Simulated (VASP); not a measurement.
# KBr in VASP: further runs

KBr is run at these levels: PBE; tasks: single point.

All numbers are computed with VASP 6.6.1; they aren't measurements. Logs are shortened: lines on timing, memory, paths and dates and some standing lists are left out, and cuts for length are marked.

## (1) The cell of the first run

It takes space group Fm-3m (No. 225, cubic). The conventional cell has a = 6.304 Å, b = 6.304 Å, c = 6.304 Å, α = 90.00°, β = 90.00°, γ = 90.00°. Within 4.1 Å of K (site symmetry m-3m) lie 6 Br at 3.15 Å. Within 4.1 Å of Br (site symmetry m-3m) lie 6 K at 3.15 Å.

## (2) Single point, PBE (strain -4.6%)

Input file INCAR:

```
ALGO = Normal
EDIFF = 1E-6
ENCUT = 520
GGA = PE
ISIF = 2
ISMEAR = 0
LASPH = True
LCHARG = False
LREAL = False
LWAVE = False
NBANDS = 15
NELM = 80
PREC = Accurate
SIGMA = 0.01
```

Input file KPOINTS:

```
k-points
0
Gamma
  4 4 4
```

Input file POSCAR:

```
KBr
1.0
    0.0000000000      3.1518474962      3.1518474962
    3.1518474962      0.0000000000      3.1518474962
    3.1518474962      3.1518474962      0.0000000000
K Br
1 1
Direct
    0.0000000000      0.0000000000      0.0000000000
    0.5000000000      0.5000000000      0.5000000000
```

Potentials or basis: VASP PAW PBE potentials, release 64 (K_sv, Br).

On the command line:

```bash
$ cat potpaw_PBE.64/K_sv/POTCAR potpaw_PBE.64/Br/POTCAR > POTCAR
$ mpirun -np 1 vasp_std > vasp.out
```

OUTCAR:

```text
EDIFF = 1E-6
   ENCUT = 520
   GGA = PE
   ISIF = 2
   ISMEAR = 0
   LASPH = True
   LREAL = False
   NELM = 80
   PREC = Accurate

 ion  position               nearest neighbor table
   1  0.000  0.000  0.000-   2 3.15   2 3.15   2 3.15   2 3.15   2 3.15   2 3.15
   2  0.500  0.500  0.500-   1 3.15   1 3.15   1 3.15   1 3.15   1 3.15   1 3.15

  LATTYP: Found a face centered cubic cell.
 ALAT       =     6.3036949924

  Lattice vectors:

 A1 = (   0.0000000000,   3.1518474962,   3.1518474962)
 A2 = (   3.1518474962,   0.0000000000,   3.1518474962)
 A3 = (   3.1518474962,   3.1518474962,   0.0000000000)

Analysis of symmetry for initial positions (statically):
=====================================================================
 Subroutine PRICEL returns:
 Original cell was already a primitive cell.

 Routine SETGRP: Setting up the symmetry group for a
 face centered cubic supercell.

 Subroutine GETGRP returns: Found 48 space group operations
 (whereof 48 operations were pure point group operations)
 out of a pool of 48 trial point group operations.

The static configuration has the point symmetry O_h .

Analysis of symmetry for dynamics (positions and initial velocities):
=====================================================================
 Subroutine PRICEL returns:
 Original cell was already a primitive cell.

 Routine SETGRP: Setting up the symmetry group for a
 face centered cubic supercell.

 Subroutine GETGRP returns: Found 48 space group operations
 (whereof 48 operations were pure point group operations)
 out of a pool of 48 trial point group operations.

The dynamic configuration has the point symmetry O_h .

 Subroutine INISYM returns: Found 48 space group operations
 (whereof 48 operations are pure point group operations),
 and found     1 'primitive' translations

----------------------------------------------------------------------------------------

                                     Primitive cell

  volume of cell :      62.6218

  direct lattice vectors                    reciprocal lattice vectors
     0.000000000  3.151847496  3.151847496    -0.158637117  0.158637117  0.158637117
     3.151847496  0.000000000  3.151847496     0.158637117 -0.158637117  0.158637117
     3.151847496  3.151847496  0.000000000     0.158637117  0.158637117 -0.158637117

  length of vectors
     4.457385476  4.457385476  4.457385476     0.274767547  0.274767547  0.274767547

  position of ions in fractional coordinates (direct lattice)
     0.000000000  0.000000000  0.000000000
     0.500000000  0.500000000  0.500000000

  ion indices of the primitive-cell ions
[... 71 lines left out ...]
   EMIN   =  10.00;   EMAX   =-10.00  energy-range for DOS
   EFERMI =   0.00;   METHOD = LEGACY
   ISMEAR =     0;   SIGMA  =   0.01  broadening in eV -4-tet -1-fermi 0-gaus
   EFERMI_NEDOS =   21; number of points for ismear=-14 and -15
   IALGO  =     38    algorithm
   IMIX   =      4    mixing-type and parameters
     AMIX     =   0.40;   BMIX     =  1.00
     AMIX_MAG =   1.60;   BMIX_MAG =  1.00
  volume/ion in A,a.u.               =      31.31       211.30
  Fermi-wavevector in a.u.,A,eV,Ry     =   1.038818  1.963082 14.682641  1.079144
  Thomas-Fermi vector in A             =   2.173320
   LORBIT       =      0    0 simple, 1 ext, 2 COOP (PROOUT), +10 PAW based schemes
   GGA     = PE    functional components
   LHFCALC =     F    Hartree Fock is set to
   AEXX    =    0.0000 exact exchange contribution
   IVDW    =     0    specifies the selected vdW correction
   LEPSILON=     F    determine dielectric tensor
   LRPA    =     F    only Hartree local field effects (RPA)
 non-spin polarized calculation
 Gauss-broadening in eV      SIGMA  =   0.01
  energy-cutoff  :      520.00
  volume of cell :       62.62
 maximum number of plane-waves:      1708
 NGX is ok and might be reduce to    36
   NGX = 17   NGY = 17   NGZ = 17

 number of electron      15.9999998 magnetization

 Free energy of the ion-electron system (eV)
  ---------------------------------------------------
  ext. energy  EPLUGINS =         0.00000000
  ---------------------------------------------------
  free energy    TOTEN  =        -6.08796102 eV

  energy without entropy =       -6.08796102  energy(sigma->0) =       -6.08796102

 E-fermi :  -1.0514     XC(G=0):  -7.9381

 val. band max:       -1.1295666748   @ k =   0.0000   0.0000   0.0000
 cond. band min:       3.7071069180   @ k =   0.0000   0.0000   0.0000
 fundamental gap:      4.8366735928
 Fermi energy:        -1.0514040733

 k-point     1 :       0.0000    0.0000    0.0000
  band No.  band energies     occupation
      1     -28.6486      2.00000
      2     -13.6157      2.00000
      3     -12.1375      2.00000
      4     -12.1375      2.00000
      5     -12.1375      2.00000
      6      -1.1296      2.00000
      7      -1.1296      2.00000
      8      -1.1296      2.00000
      9       3.7071      0.00000
     10       6.4628      0.00000
     11       6.4628      0.00000
     12       6.4628      0.00000
     13       7.3787      0.00000
     14       7.3787      0.00000
[... 113 lines left out ...]
      2     -13.6045      2.00000
      3     -12.2485      2.00000
      4     -12.2485      2.00000
      5     -12.0043      2.00000
      6      -1.8323      2.00000
      7      -1.8323      2.00000
      8      -1.8287      2.00000
      9       6.3783      0.00000
     10       6.3783      0.00000
     11       7.6465      0.00000
     12       8.4418      0.00000
     13      10.1150      0.00000
     14      10.1925      0.00000
     15      10.6420      0.00000

------------------------ aborting loop because EDIFF is reached ----------------------------------------

  FORCE on cell =-STRESS in cart. coord.  units (eV):
  Direction    XX          YY          ZZ          XY          YZ          ZX
  --------------------------------------------------------------------------------------
  -------------------------------------------------------------------------------------
  Total        1.5601557      1.5601557      1.5601557      0.0000000      0.0000000     -0.0000000
  in kB       39.9165455     39.9165455     39.9165455      0.0000000      0.0000000     -0.0000000
  external PRESSURE =      39.9165455 kB  Pullay stress =       0.0000000 kB

 VOLUME and BASIS-vectors are now :
 -----------------------------------------------------------------------------
  energy-cutoff  :      520.00
  volume of cell :       62.62
      direct lattice vectors                 reciprocal lattice vectors
     0.000000000  3.151847496  3.151847496    -0.158637117  0.158637117  0.158637117
     3.151847496  0.000000000  3.151847496     0.158637117 -0.158637117  0.158637117
     3.151847496  3.151847496  0.000000000     0.158637117  0.158637117 -0.158637117

 POSITION                                       TOTAL-FORCE (eV/Angst)
 -----------------------------------------------------------------------------------
      0.00000      0.00000      0.00000         0.000000      0.000000      0.000000
      3.15185      3.15185      3.15185        -0.000000     -0.000000     -0.000000
 -----------------------------------------------------------------------------------
    total drift:                                0.000000      0.000000      0.000000

  FREE ENERGIE OF THE ION-ELECTRON SYSTEM (eV)
  ---------------------------------------------------
  free  energy   TOTEN  =        -6.0879610186 eV

  energy  without entropy=       -6.0879610186  energy(sigma->0) =       -6.08796102
```

stdout:

```text
POSCAR found type information on POSCAR K Br
 POSCAR found :  2 types and       2 ions
 scaLAPACK will be used
 LDA part: xc-table for (Slater+PW92), standard interpolation
 POSCAR, INCAR and KPOINTS ok, starting setup
 FFT: planning ... GRIDC
 FFT: planning ... GRID_SOFT
 FFT: planning ... GRID
 WAVECAR not read
 entering main loop
```

It took 8.8 s on 1 thread of Intel Xeon Platinum 8488C (Sapphire Rapids), shared host; peak memory 0.19 GiB.

Results:

```yaml
Free_energy: -6.0880 eV
Pressure: 4.0 GPa
Band_gap_on_the_k_mesh: 4.84 eV, direct
```

Caveat: the k points lie up to 0.43 Å⁻¹ apart; the cell differs from its parent crystal (strain -4.6%).

## (3) Single point, PBE

This run uses another cell than the first one, of 36.02 Å³/atom, 1.150 times its volume.

Input file INCAR:

```
SYSTEM = KBr
ALGO = Normal
EDIFF = 1E-7
ENCUT = 520
GGA = PE
ISIF = 2
ISMEAR = 0
LASPH = .TRUE.
LCHARG = .FALSE.
LREAL = .FALSE.
LWAVE = .FALSE.
NBANDS = 15
NELM = 80
PREC = Accurate
SIGMA = 0.01
```

Input file KPOINTS:

```
k-points
0
G
  4 4 4
  0 0 0
```

Input file POSCAR:

```
KBr
1.0
    0.0000000000      3.3024387010      3.3024387010
    3.3024387010      0.0000000000      3.3024387010
    3.3024387010      3.3024387010      0.0000000000
K Br
1 1
Direct
    0.0000000000      0.0000000000      0.0000000000
    0.5000000000      0.5000000000      0.5000000000
```

Potentials or basis: VASP PAW PBE potentials, release 64 (K_sv, Br).

On the command line:

```bash
$ cat potpaw_PBE.64/K_sv/POTCAR potpaw_PBE.64/Br/POTCAR > POTCAR
$ mpirun -np 1 vasp_std > vasp.out
```

It took 14 s on 1 thread of Intel Xeon Platinum 8488C (Sapphire Rapids), shared host; peak memory 0.19 GiB.

Results (log left out):

```
Free energy            : -6.2154 eV
Pressure               : 0.7 GPa
Band gap on the k mesh : 4.43 eV, direct
```

Levels at points of the mesh, in eV from the valence-band top:
| k point | band 6 | band 7 | band 8 | band 9 | band 10 | band 11 |
| --- | --- | --- | --- | --- | --- | --- |
| (0.00, 0.00, 0.00) | 0.00 | 0.00 | 0.00 | 4.43 | 7.60 | 7.60 |
| (0.50, 0.00, 0.00) | -1.17 | -0.33 | -0.33 | 6.59 | 8.23 | 9.76 |
| (0.50, 0.50, 0.00) | -0.81 | -0.28 | -0.28 | 5.87 | 7.19 | 9.36 |

## (4) Single point, PBE (uniaxial z strain -0.9%)

Input file INCAR:

```
SYSTEM = KBr
ALGO = Normal
EDIFF = 1E-6
ENCUT = 520
GGA = PE
ISIF = 2
ISMEAR = 0
LASPH = .True.
LCHARG = .True.
LELF = .True.
LREAL = .False.
LVHAR = .True.
LWAVE = .False.
NBANDS = 15
NELM = 100
PREC = Accurate
SIGMA = 0.01
```

Input file KPOINTS:

```
k-points
0
Gamma
  4 4 4
  0 0 0
```

Input file POSCAR:

```
KBr
1.0
    0.0000000000      3.3024387010      3.2720562649
    3.3024387010      0.0000000000      3.2720562649
    3.3024387010      3.3024387010      0.0000000000
K Br
1 1
Direct
    0.0000000000      0.0000000000      0.0000000000
    0.5000000000      0.5000000000      0.5000000000
```

Potentials or basis: VASP PAW PBE potentials, release 64 (K_sv, Br).

On the command line:

```bash
$ cat potpaw_PBE.64/K_sv/POTCAR potpaw_PBE.64/Br/POTCAR > POTCAR
$ mpirun -np 1 vasp_std > vasp.out
```

OUTCAR:

```text
SYSTEM = KBr
   EDIFF = 1E-6
   ENCUT = 520
   GGA = PE
   ISIF = 2
   ISMEAR = 0
   LASPH = .True.
   LREAL = .False.
   NELM = 100
   PREC = Accurate

 ion  position               nearest neighbor table
   1  0.000  0.000  0.000-   2 3.27   2 3.27
   2  0.500  0.500  0.500-   1 3.27   1 3.27

  LATTYP: Found a body centered tetragonal cell.
 ALAT       =     4.6703535999
 C/A-ratio  =     1.4012027976

  Lattice vectors:

 A1 = (   0.0000000000,  -3.3024387010,  -3.2720562649)
 A2 = (   0.0000000000,   3.3024387010,  -3.2720562649)
 A3 = (   3.3024387010,   0.0000000000,   3.2720562649)

Analysis of symmetry for initial positions (statically):
=====================================================================
 Subroutine PRICEL returns:
 Original cell was already a primitive cell.

 Routine SETGRP: Setting up the symmetry group for a
 body centered tetragonal supercell.

 Subroutine GETGRP returns: Found 16 space group operations
 (whereof 16 operations were pure point group operations)
 out of a pool of 16 trial point group operations.

The static configuration has the point symmetry D_4h.

[... 163 lines left out ...]
      6      -1.7134      2.00000
      7      -1.7134      2.00000
      8      -1.7087      2.00000
      9       2.7405      0.00000
     10       5.8743      0.00000
     11       5.8743      0.00000
     12       5.9312      0.00000
     13       6.6996      0.00000
     14       6.7423      0.00000
[... 203 lines left out ...]
      2     -14.0198      2.00000
      3     -13.0205      2.00000
      4     -13.0205      2.00000
      5     -12.8484      2.00000
      6      -2.3055      2.00000
      7      -2.3055      2.00000
      8      -2.2679      2.00000
      9       5.7039      0.00000
     10       5.7039      0.00000
     11       6.5605      0.00000
     12       7.3030      0.00000
     13       9.0675      0.00000
     14       9.0898      0.00000
     15       9.4211      0.00000

------------------------ aborting loop because EDIFF is reached ----------------------------------------

  FORCE on cell =-STRESS in cart. coord.  units (eV):
  Direction    XX          YY          ZZ          XY          YZ          ZX
  --------------------------------------------------------------------------------------
  -------------------------------------------------------------------------------------
  Total        0.3461201      0.3461201      0.4907147      0.0000000      0.0000000      0.0000000
  in kB        7.7699303      7.7699303     11.0158843      0.0000000      0.0000000      0.0000000
  external PRESSURE =       8.8519150 kB  Pullay stress =       0.0000000 kB

 VOLUME and BASIS-vectors are now :
 -----------------------------------------------------------------------------
  energy-cutoff  :      520.00
  volume of cell :       71.37
      direct lattice vectors                 reciprocal lattice vectors
     0.000000000  3.302438701  3.272056265    -0.151403264  0.151403264  0.152809108
     3.302438701  0.000000000  3.272056265     0.151403264 -0.151403264  0.152809108
     3.302438701  3.302438701  0.000000000     0.151403264  0.151403264 -0.152809108

 POSITION                                       TOTAL-FORCE (eV/Angst)
 -----------------------------------------------------------------------------------
      0.00000      0.00000      0.00000         0.000000      0.000000      0.000000
      3.30244      3.30244      3.27206         0.000000      0.000000     -0.000000
 -----------------------------------------------------------------------------------
    total drift:                                0.000000      0.000000      0.000000

  FREE ENERGIE OF THE ION-ELECTRON SYSTEM (eV)
  ---------------------------------------------------
  free  energy   TOTEN  =        -6.2115829327 eV

  energy  without entropy=       -6.2115829327  energy(sigma->0) =       -6.21158293
```

It took 17 s on 1 thread of Intel Xeon Platinum 8488C (Sapphire Rapids), shared host; peak memory 0.2 GiB.

What came out:

* Free energy: -6.2116 eV
* Pressure: 0.9 GPa
* Band gap on the k mesh: 4.45 eV, direct

Caveat: the cell differs from its parent crystal (uniaxial z strain -0.9%).

## (5) Overview

```tsv
cell	gap on the mesh (eV)	pressure (GPa)
a = 4.457 Å, angles 60.0°, 2 atoms	4.84	4.0
a = 4.670 Å, angles 60.0°, 2 atoms	4.43	0.7
a = 4.649, b = 4.649, c = 4.670 Å, angles 59.8, 59.8, 60.3°, 2 atoms	4.45	0.9
```

Alike in all rows: task single point; level PBE; potentials or basis VASP PAW PBE potentials, release 64 (K_sv, Br); no spin polarisation; k mesh 4 × 4 × 4; cutoff (eV) 520; smearing gaussian 0.01 eV.

Caveats: some runs use coarse meshes.

Total energies depend on the potentials used, so only differences within one code and one set of settings carry meaning.
